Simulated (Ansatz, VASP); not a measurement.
One calculation of Au, two programs

The input INCAR:

```
SYSTEM = Au
ALGO = Normal ; EDIFF = 1E-6
ENCUT = 500 ; GGA = PE
GGA_COMPAT = .FALSE. ; ISIF = 2
ISMEAR = 0 ; LASPH = .TRUE.
LCHARG = .TRUE. ; LELF = .TRUE.
LREAL = .FALSE. ; LVHAR = .TRUE.
LWAVE = .FALSE. ; NBANDS = 18
NELM = 120 ; PREC = Accurate
SIGMA = 0.15
```

File KPOINTS:

```
k-points
0
G
  18 18 10
  0 0 0
```

The input POSCAR:

```
Au
1.0
    2.8440378883      0.0000000000      0.0000000000
   -1.4220189441      2.4630090606      0.0000000000
    0.0000000000      0.0000000000      4.7677800545
Au
2
Direct
    0.2609977991      0.6666666667      0.7500000000
    0.7390022009      0.3333333333      0.2500000000
```

Input for Ansatz:

```yaml
crystal:
  lattice:
    - [2.8440378883, 0.0, 0.0]
    - [-1.4220189441, 2.4630090606, 0.0]
    - [0.0, 0.0, 4.7677800545]
  atoms:
    - { symbol: Au, position: [0.2609977991, 0.6666666667, 0.75] }
    - { symbol: Au, position: [0.7390022009, 0.3333333333, 0.25] }
basis:
  ecutwfc: 420
kpoints:
  mp_grid: { grid: [18, 18, 10] }
hamiltonian:
  xc: pbe
scf:
  occupations: { method: gaussian, width: 0.15 }
output:
  forces: true
  stress: true
  eigenvalues: true
```

Change from the starting cell: mode 4 frozen in at -0.211 Å, equal normal strain along x, y and z -0.0250.

Alike in both runs: task single point; functional PBE; k mesh 18 × 18 × 10; occupations gaussian, width 0.15 eV; no spin polarisation.

|  | VASP | Ansatz |
| --- | --- | --- |
| version | VASP 6.6.1 | Ansatz 0.2.0 |
| potentials or method | VASP PAW PBE potentials, release 64 (Au), cutoff 500 eV | scalar-relativistic, plane waves, PAW |
| valence electrons in the cell | 22 | 38 |

|  | VASP | Ansatz | Ansatz less VASP |
| --- | --- | --- | --- |
| gap on the k mesh at the Fermi level (eV) | none | none | - |
| pressure (GPa) | 14.3 | 14.6 | +0.33 |
| traceless stress, the component that is largest in VASP (GPa) | 3.04 | 3.08 | +0.040 |
| rms of the force components (eV/Å) | 0.257 | 0.258 | +0.0014 |

Atom by atom the forces differ by 0.001 eV/Å (rms over components). A gap of «none» marks a metal or a gap that the smearing closes. VASP's potentials hold 22 valence electrons a cell and Ansatz's 38, so a difference there can come from the potentials and not from the codes.

Spin-orbit coupling is off throughout.
